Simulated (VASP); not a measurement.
# BiW (P6_3/mmc) in VASP: a series of runs

BiW is run at these levels: r2SCAN, PBE; tasks: single point, relaxation of cell and atoms, relaxation of shape and atoms at fixed volume.

Everything below comes from runs of VASP 6.6.1. Logs are shortened: lines on timing, memory, paths and dates and some standing lists are left out, and cuts for length are marked.

### Step 1. The cell of the first run

It takes space group P6_3/mmc (No. 194, hexagonal). The conventional cell has a = 4.626 Å, b = 4.626 Å, c = 5.153 Å, α = 90.00°, β = 90.00°, γ = 120.00°. Within 3.4 Å of W (site symmetry -3m) lie 2 W at 2.58 Å and 6 Bi at 2.97 Å. Within 3.9 Å of Bi (site symmetry -6m2) lie 6 W at 2.97 Å and 6 Bi at 3.71 Å.

### Step 2. Single point, r2SCAN

POSCAR

```
BiW
1.0
    4.6262075996      0.0000000000      0.0000000000
   -2.3131037998      4.0064133044      0.0000000000
    0.0000000000      0.0000000000      5.1528347002
W Bi
2 2
Direct
    0.0000000000      0.0000000000      0.0000000000
    0.0000000000      0.0000000000      0.5000000000
    0.3333333333      0.6666666667      0.2500000000
    0.6666666667      0.3333333333      0.7500000000
```

INCAR.step1

```
SYSTEM = BiW
PREC = Accurate
ENCUT = 520
ISMEAR = 0
SIGMA = 0.05
LREAL = .FALSE.
LASPH = .TRUE.
NELM = 60
NBANDS = 37
GGA = PE
ALGO = Normal
EDIFF = 1E-4
LWAVE = .TRUE.
LCHARG = .FALSE.
```

INCAR.step2

```
SYSTEM = BiW
PREC = Accurate
ENCUT = 520
EDIFF = 1E-6
ISMEAR = 0
SIGMA = 0.05
LREAL = .FALSE.
LASPH = .TRUE.
NELM = 60
ALGO = Normal
ISIF = 2
LWAVE = .FALSE.
LCHARG = .FALSE.
METAGGA = R2SCAN
LMIXTAU = .TRUE.
NBANDS = 37
ISTART = 1
```

KPOINTS

```
regular mesh
0
G
  10 10 6
  0 0 0
```

Potentials or basis: VASP PAW PBE potentials, release 64 (W_sv, Bi_d).

Run with:

```bash
cat potpaw_PBE.64/W_sv/POTCAR potpaw_PBE.64/Bi_d/POTCAR > POTCAR
cp INCAR.step1 INCAR
mpirun -np 1 vasp_std > vasp.out
cp INCAR.step2 INCAR
mpirun -np 1 vasp_std > vasp.out
```

OUTCAR:

```text
SYSTEM = BiW
   PREC = Accurate
   ENCUT = 520
   EDIFF = 1E-6
   ISMEAR = 0
   LREAL = .FALSE.
   LASPH = .TRUE.
   NELM = 60
   ISIF = 2
   METAGGA = R2SCAN
   ISTART = 1

 ion  position               nearest neighbor table
   1  0.000  0.000  0.000-   2 2.58   2 2.58   4 2.97   3 2.97   3 2.97   4 2.97   4 2.97   3 2.97

   2  0.000  0.000  0.500-   1 2.58   1 2.58   4 2.97   3 2.97   3 2.97   4 2.97   4 2.97   3 2.97

   3  0.333  0.667  0.250-   1 2.97   2 2.97   1 2.97   2 2.97   1 2.97   2 2.97   4 3.71   4 3.71
                             4 3.71   4 3.71   4 3.71   4 3.71
   4  0.667  0.333  0.750-   1 2.97   2 2.97   1 2.97   2 2.97   1 2.97   2 2.97   3 3.71   3 3.71
                             3 3.71   3 3.71   3 3.71   3 3.71

  LATTYP: Found a hexagonal cell.
 ALAT       =     4.6262075996
 C/A-ratio  =     1.1138355963

  Lattice vectors:

 A1 = (   4.6262075996,   0.0000000000,   0.0000000000)
 A2 = (  -2.3131037998,   4.0064133044,   0.0000000000)
 A3 = (   0.0000000000,   0.0000000000,   5.1528347002)

Analysis of symmetry for initial positions (statically):
=====================================================================
 Subroutine PRICEL returns:
 Original cell was already a primitive cell.

 Routine SETGRP: Setting up the symmetry group for a
 hexagonal supercell.

 Subroutine GETGRP returns: Found 24 space group operations
 (whereof 12 operations were pure point group operations)
 out of a pool of 24 trial point group operations.

The static configuration has the point symmetry D_3d.
 The point group associated with its full space group is D_6h.

Analysis of symmetry for dynamics (positions and initial velocities):
=====================================================================
 Subroutine PRICEL returns:
 Original cell was already a primitive cell.

 Routine SETGRP: Setting up the symmetry group for a
 hexagonal supercell.

 Subroutine GETGRP returns: Found 24 space group operations
 (whereof 12 operations were pure point group operations)
 out of a pool of 24 trial point group operations.

The dynamic configuration has the point symmetry D_3d.
 The point group associated with its full space group is D_6h.

 Subroutine INISYM returns: Found 24 space group operations
 (whereof 12 operations are pure point group operations),
 and found     1 'primitive' translations
[... 95 lines left out ...]
   LSORBIT =      F    spin-orbit coupling
   LASPH  =      T    aspherical Exc in radial PAW
   ENCUT  =  520.0 eV  38.22 Ry    6.18 a.u.   8.60  8.60  9.58*2*pi/ulx,y,z
   NELM   =     60;   NELMIN=  2; NELMDL=  0     # of ELM steps
   EDIFF  = 0.1E-05   stopping-criterion for ELM
   LREAL  =      F    real-space projection
   EDIFFG = 0.1E-04   stopping-criterion for IOM
   NSW    =      0    number of steps for IOM
   IBRION =     -1    ionic relax: 0-MD 1-quasi-New 2-CG
   NFREE  =      0    steps in history (QN), initial steepest desc. (CG)
   ISIF   =      2    stress and relaxation
   ISYM   =      2    0-nonsym 1-usesym 2-fastsym
   POTIM  = 0.5000    time-step for ionic-motion
   TEBEG  =    0.0;   TEEND  =   0.0 temperature during run
   PSTRESS=    0.0 pullay stress
   NELECT =      58.0000    total number of electrons
   NUPDOWN=      -1.0000    fix difference up-down
   EMIN   =  10.00;   EMAX   =-10.00  energy-range for DOS
   EFERMI =   0.00;   METHOD = LEGACY
   ISMEAR =     0;   SIGMA  =   0.05  broadening in eV -4-tet -1-fermi 0-gaus
   EFERMI_NEDOS =   21; number of points for ismear=-14 and -15
   IALGO  =     38    algorithm
   IMIX   =      4    mixing-type and parameters
     AMIX     =   0.40;   BMIX     =  1.00
     AMIX_MAG =   1.60;   BMIX_MAG =  1.00
  volume/ion in A,a.u.               =      23.88       161.13
  Fermi-wavevector in a.u.,A,eV,Ry     =   1.386357  2.619835 26.150210  1.921986
  Thomas-Fermi vector in A             =   2.510681
   LORBIT       =      0    0 simple, 1 ext, 2 COOP (PROOUT), +10 PAW based schemes
   METAGGA = R2SCAN    functional components
   LHFCALC =     F    Hartree Fock is set to
   AEXX    =    0.0000 exact exchange contribution
   IVDW    =     0    specifies the selected vdW correction
   LEPSILON=     F    determine dielectric tensor
   LRPA    =     F    only Hartree local field effects (RPA)
 non-spin polarized calculation
 Gauss-broadening in eV      SIGMA  =   0.05
  energy-cutoff  :      520.00
  volume of cell :       95.51
 maximum number of plane-waves:      2598
 NGX is ok and might be reduce to    36
   NGX = 17   NGY = 17   NGZ = 19

 number of electron      57.9999997 magnetization

 Free energy of the ion-electron system (eV)
  ---------------------------------------------------
  ext. energy  EPLUGINS =         0.00000000
  ---------------------------------------------------
  free energy    TOTEN  =      -215.57387665 eV

  energy without entropy =     -215.56894824  energy(sigma->0) =     -215.57141244

 E-fermi :   8.2815     XC(G=0): -12.2212

 val. band max:        8.2758605504   @ k =   0.4000   0.1000   0.5000
 cond. band min:       8.2833380455   @ k =   0.1000  -0.0000   0.5000
 fundamental gap:      0.0074774951
 Fermi energy:         8.2815193879

 k-point     1 :       0.0000    0.0000    0.0000
  band No.  band energies     occupation
      1     -67.3783      2.00000
      2     -67.2407      2.00000
      3     -31.6524      2.00000
      4     -31.0421      2.00000
      5     -31.0421      2.00000
      6     -30.8508      2.00000
[... 949 lines left out ...]
     36      13.6157      0.00000
     37      14.4888      0.00000

 [... further k-points ...]

------------------------ aborting loop because EDIFF is reached ----------------------------------------

  FORCE on cell =-STRESS in cart. coord.  units (eV):
  Direction    XX          YY          ZZ          XY          YZ          ZX
  --------------------------------------------------------------------------------------
  -------------------------------------------------------------------------------------
  Total       -1.2155165     -1.2155165     -1.5255088     -0.0000000      0.0000000      0.0000000
  in kB      -20.3912738    -20.3912738    -25.5916470     -0.0000000      0.0000000      0.0000000
  external PRESSURE =     -22.1247315 kB  Pullay stress =       0.0000000 kB

 VOLUME and BASIS-vectors are now :
 -----------------------------------------------------------------------------
  energy-cutoff  :      520.00
  volume of cell :       95.51
      direct lattice vectors                 reciprocal lattice vectors
     4.626207600  0.000000000  0.000000000     0.216159776  0.124799905  0.000000000
    -2.313103800  4.006413304  0.000000000     0.000000000  0.249599810  0.000000000
     0.000000000  0.000000000  5.152834700     0.000000000  0.000000000  0.194067937

 POSITION                                       TOTAL-FORCE (eV/Angst)
 -----------------------------------------------------------------------------------
      0.00000      0.00000      0.00000         0.000000      0.000000     -0.000000
      0.00000      0.00000      2.57642         0.000000      0.000000     -0.000000
     -0.00000      2.67094      1.28821        -0.000000      0.000000      0.000000
      2.31310      1.33547      3.86463         0.000000     -0.000000     -0.000000
 -----------------------------------------------------------------------------------
    total drift:                               -0.000000      0.000000     -0.000000

  FREE ENERGIE OF THE ION-ELECTRON SYSTEM (eV)
  ---------------------------------------------------
  free  energy   TOTEN  =      -215.5738766515 eV

  energy  without entropy=     -215.5689482350  energy(sigma->0) =     -215.57141244
```

OUTCAR.step1:

```text
SYSTEM = BiW
   PREC = Accurate
   ENCUT = 520
   ISMEAR = 0
   LREAL = .FALSE.
   LASPH = .TRUE.
   NELM = 60
[... 1195 lines left out ...]
      0.00000      0.00000      2.57642        -0.000000      0.000000     -0.000000
     -0.00000      2.67094      1.28821        -0.000000      0.000000      0.000000
      2.31310      1.33547      3.86463         0.000000     -0.000000      0.000000
 -----------------------------------------------------------------------------------
    total drift:                               -0.000000      0.000000     -0.000000

  FREE ENERGIE OF THE ION-ELECTRON SYSTEM (eV)
  ---------------------------------------------------
  free  energy   TOTEN  =       -29.7280060594 eV

  energy  without entropy=      -29.7227730350  energy(sigma->0) =      -29.72538955
```

Wall time 3.7 min (1 thread of Intel Xeon 6975P-C (Granite Rapids), shared host); peak memory 0.34 GiB.

What came out:

```
Free energy            : -215.5739 eV
Pressure               : -2.2 GPa
Band gap on the k mesh : zero (bands 29 and 30 overlap by 1.44 eV)
```

Stress tensor (GPa, compression positive):
```
-2.04  0.00  0.00
 0.00 -2.04  0.00
 0.00  0.00 -2.56
```

Levels at points of the mesh, in eV from the Fermi level:
```tsv
k point	band 27	band 28	band 29	band 30	band 31	band 32
(0.00, 0.00, 0.00)	0.26	0.26	0.36	0.36	2.80	3.08
(0.50, 0.00, 0.00)	-1.57	-1.47	-0.84	0.76	0.89	1.27
(0.00, 0.00, 0.50)	-0.54	-0.54	-0.54	-0.54	-0.26	-0.26
(0.50, 0.00, 0.50)	-0.06	-0.06	0.05	0.05	0.18	0.18
```

Caveat: the PAW data sets were made with another functional, which shifts forces and pressure a little; spin-orbit coupling is left out, which moves the levels of the heavy elements.

### Step 3. Relaxation of cell and atoms, PBE

This run uses another cell than the first one, of 22.44 Å³/atom.

INCAR

```
SYSTEM = BiW
PREC     = Accurate       ! precision mode
ENCUT    = 600            ! plane-wave cutoff, eV
EDIFF    = 1E-6           ! SCF threshold, eV
ISMEAR   = 0              ! smearing method
SIGMA    = 0.05           ! smearing width, eV
LREAL    = .FALSE.        ! projectors in reciprocal space
LASPH    = .TRUE.         ! aspherical terms in the spheres
NELM     = 100            ! most SCF steps
ALGO     = Fast           ! electronic algorithm
ISIF     = 3              ! what is computed and relaxed
LWAVE    = .FALSE.        ! write WAVECAR
LCHARG   = .FALSE.        ! write CHGCAR
GGA      = PE             ! functional
IBRION   = 2              ! ionic algorithm
NSW      = 80             ! ionic steps
EDIFFG   = -0.01          ! ionic threshold
```

KPOINTS

```
Automatic mesh
0
G
  10 10 6
  0 0 0
```

POSCAR

```
BiW
1.0
    4.2053434879      0.0000000000      0.0000000000
   -2.1026717440      3.6419342922      0.0000000000
    0.0000000000      0.0000000000      5.8612192742
W Bi
2 2
Direct
    0.0000000000      0.0000000000      0.0000000000
    0.0000000000      0.0000000000      0.5000000000
    0.3333333333      0.6666666667      0.2500000000
    0.6666666667      0.3333333333      0.7500000000
```

Potentials or basis: VASP PAW PBE potentials, release 64 (W_sv, Bi_d).

Run with:

```bash
cat potpaw_PBE.64/W_sv/POTCAR potpaw_PBE.64/Bi_d/POTCAR > POTCAR
mpirun -np 1 vasp_std > vasp.out
```

Run time: 43 min. Hardware: 1 thread of AMD EPYC 7R13, shared host; peak memory 0.38 GiB.

Results (log left out):

| Property | Result |
| --- | --- |
| Free energy | -29.7238 eV |
| Relaxed volume | 23.89 Å³/atom |
| Relaxed cell | a = 4.623 Å, b = 4.623 Å, c = 5.162 Å, α = 90.00°, β = 90.00°, γ = 120.00° |
| Space group after relaxing (to 0.1 Å) | P6_3/mmc (No. 194) |
| Energy gained by relaxing | 260.8 meV/atom |
| Ionic steps | 10 |
| Pressure after relaxing | 0.0 GPa |
| Band gap on the k mesh | zero (bands 29 and 30 overlap by 1.40 eV) |

Step by step:
```
step  energy change (eV)  largest force (eV/Å)  pressure (GPa)  volume (Å³)
   1              0.0000                0.0000            5.23        89.77
   2             -0.7107                0.0000           -5.90        99.13
   3             -0.7499                0.0000           -7.51       101.27
   4             -0.9910                0.0000            0.25        96.60
   5             -1.0246                0.0000           -1.98        97.75
   6             -1.0245                0.0000           -2.11        97.82
   7             -1.0432                0.0000           -0.20        95.75
   8             -1.0433                0.0000           -0.07        95.61
   9             -1.0433                0.0000           -0.03        95.57
  10             -1.0433                0.0000            0.04        95.54
```

Final structure:
```xyz
4
Lattice="4.6230 0.0000 0.0000 -2.3115 4.0036 0.0000 0.0000 0.0000 5.1619" Properties=species:S:1:pos:R:3 pbc="T T T"
W     0.0000    0.0000    0.0000
W     0.0000    0.0000    2.5809
Bi    0.0000    2.6691    1.2905
Bi    2.3115    1.3345    3.8714
```

Levels at points of the mesh, in eV from the Fermi level:
| k point | band 26 | band 27 | band 28 | band 29 | band 30 | band 31 | band 32 | band 33 |
| --- | --- | --- | --- | --- | --- | --- | --- | --- |
| (0.00, 0.00, 0.00) | -2.10 | 0.27 | 0.27 | 0.32 | 0.32 | 2.53 | 2.85 | 3.42 |
| (0.50, 0.00, 0.00) | -1.70 | -1.51 | -1.43 | -0.82 | 0.63 | 0.79 | 1.05 | 3.25 |
| (0.00, 0.00, 0.50) | -1.79 | -0.54 | -0.54 | -0.54 | -0.54 | -0.22 | -0.22 | 4.41 |
| (0.50, 0.00, 0.50) | -1.64 | -0.02 | -0.02 | 0.02 | 0.02 | 0.10 | 0.10 | 2.58 |

Caveat: spin-orbit coupling is left out, which moves the levels of the heavy elements.

### Step 4. Relaxation of shape and atoms at fixed volume, PBE (22.56 Å³/atom)

This run uses another cell than the first one, of 22.56 Å³/atom.

INCAR

```
PREC = Accurate ; ENCUT = 600
EDIFF = 1E-6 ; ISMEAR = 0
SIGMA = 0.05 ; LREAL = F
LASPH = T ; NELM = 80
ALGO = Fast ; ISIF = 4
LWAVE = F ; LCHARG = F
GGA = PE ; IBRION = 2
NSW = 60 ; EDIFFG = -0.01
```

KPOINTS

```
Automatic mesh
0
Gamma
  10 10 6
```

POSCAR

```
BiW
1.0
    4.5203814158      0.0000000000      0.0000000000
   -2.2601907079      3.9147651409      0.0000000000
    0.0000000000      0.0000000000      5.1000929719
W Bi
2 2
Direct
    0.0000000000      0.0000000000      0.0000000000
    0.0000000000      0.0000000000      0.5000000000
    0.3333333333      0.6666666667      0.2500000000
    0.6666666667      0.3333333333      0.7500000000
```

Run with:

```bash
cat potpaw_PBE.64/W_sv/POTCAR potpaw_PBE.64/Bi_d/POTCAR > POTCAR
mpirun -np 1 vasp_std > vasp.out
```

Run time: 12 min. Hardware: 1 thread of AMD EPYC 7R13, shared host; peak memory 0.36 GiB.

It converged, with:

| Quantity | Value |
| --- | --- |
| Free energy | -29.6136 eV |
| Energy gained by relaxing | 0.3 meV/atom |
| Ionic steps | 3 |
| Pressure after relaxing | 7.3 GPa |
| Band gap on the k mesh | zero (bands 29 and 30 overlap by 1.54 eV) |

Step by step:
| step | energy change (eV) | largest force (eV/Å) | pressure (GPa) | volume (Å³) |
| --- | --- | --- | --- | --- |
| 1 | 0.0000 | 0.0000 | 7.49 | 90.25 |
| 2 | -0.0012 | 0.0000 | 7.27 | 90.25 |
| 3 | -0.0013 | 0.0000 | 7.29 | 90.25 |

Final structure:
```cif
data_structure
_symmetry_space_group_name_H-M 'P 1'
_symmetry_Int_Tables_number 1
_cell_length_a 4.5109
_cell_length_b 4.5109
_cell_length_c 5.1215
_cell_angle_alpha 90.000
_cell_angle_beta 90.000
_cell_angle_gamma 120.000
_cell_volume 90.25
loop_
_atom_site_label
_atom_site_type_symbol
_atom_site_fract_x
_atom_site_fract_y
_atom_site_fract_z
_atom_site_occupancy
W1 W 0.00000 0.00000 0.00000 1
W2 W 0.00000 0.00000 0.50000 1
Bi1 Bi 0.33333 0.66667 0.25000 1
Bi2 Bi 0.66667 0.33333 0.75000 1
```

Levels at points of the mesh, in eV from the Fermi level:
| k point | band 25 | band 26 | band 27 | band 28 | band 29 | band 30 | band 31 | band 32 | band 33 | band 34 |
| --- | --- | --- | --- | --- | --- | --- | --- | --- | --- | --- |
| (0.00, 0.00, 0.00) | -2.23 | -2.23 | 0.22 | 0.22 | 0.45 | 0.45 | 2.53 | 3.11 | 3.48 | 3.49 |
| (0.50, 0.00, 0.00) | -2.54 | -1.89 | -1.56 | -1.53 | -0.86 | 0.66 | 0.79 | 1.34 | 3.29 | 3.51 |
| (0.00, 0.00, 0.50) | -1.86 | -1.86 | -0.60 | -0.60 | -0.60 | -0.60 | -0.10 | -0.10 | 4.74 | 4.74 |
| (0.50, 0.00, 0.50) | -1.72 | -1.72 | -0.03 | -0.03 | 0.00 | 0.00 | 0.06 | 0.06 | 2.73 | 2.73 |

Caveat: spin-orbit coupling is left out, which moves the levels of the heavy elements.

### Step 5. Summary

```tsv
task	level	cell	cutoff (eV)	gap on the mesh (eV)	pressure (GPa)
single point	r2SCAN	a = 4.626, b = 4.626, c = 5.153 Å, angles 90.0, 90.0, 120.0°, 4 atoms	520	none	-2.2
relaxation of cell and atoms	PBE	relaxed from a = 4.205, b = 4.205, c = 5.861 Å, angles 90.0, 90.0, 120.0°, 4 atoms	600	none	0.0
relaxation of shape and atoms at fixed volume	PBE	relaxed from a = 4.520, b = 4.520, c = 5.100 Å, angles 90.0, 90.0, 120.0°, 4 atoms	600	none	7.3
```

Alike in all rows: potentials or basis VASP PAW PBE potentials, release 64 (W_sv, Bi_d); no spin polarisation; k mesh 10 × 10 × 6; smearing gaussian 0.05 eV.

Caveats: spin-orbit coupling is left out, which moves the levels of the heavy elements; the PAW data sets were made with another functional, which shifts forces and pressure a little (at least some runs).

Total energies depend on the potentials used, so only differences within one code and one set of settings carry meaning.
